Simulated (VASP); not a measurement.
Input of a VASP 6.6.1 run:

The input INCAR:

```
ALGO = Fast
EDIFF = 1E-7
ENCUT = 520
GGA = PS
ISIF = 2
ISMEAR = 0
LASPH = T
LCHARG = F
LREAL = F
LWAVE = F
NBANDS = 13
NELM = 80
PREC = Accurate
SIGMA = 0.15
```

KPOINTS

```
k-points
0
Gamma
  16 16 16
```

The input POSCAR:

```
AlCo
1.0
    2.8194032100      0.0000000000      0.0000000000
    0.0000000000      2.8194032100      0.0000000000
    0.0000000000      0.0000000000      2.8194032100
Al Co
1 1
Direct
    0.0000000000      0.0000000000      0.0000000000
    0.4498399676      0.4498399676      0.4290630020
```

Potentials or basis: VASP PAW PBE potentials, release 64 (Al, Co).

Run with:

```sh
$ cat potpaw_PBE.64/Al/POTCAR potpaw_PBE.64/Co/POTCAR > POTCAR
$ mpirun -np 1 vasp_std > vasp.out
```

**Question.** What does it give for the pressure?

**Answer.** 7.6 GPa.

**Question.** What does it give for the band gap on the k mesh?

**Answer.** Zero (band 6 reaches 13.11 eV, above the bottom of band 7 at 10.56 eV).

Forces in eV/Å, atoms in the order of the input:
```
Al  -1.356 -1.356 -1.805
Co   1.356  1.356  1.805
```

Caveat: the cell differs from its parent crystal (atom 2 (Co) moved by (-0.200, -0.200) A along [1 1 0] and z); the PAW data sets were made with another functional, which shifts forces and pressure a little. Spin polarisation is off, so any magnetic state and its effect on volume and gap are missing.
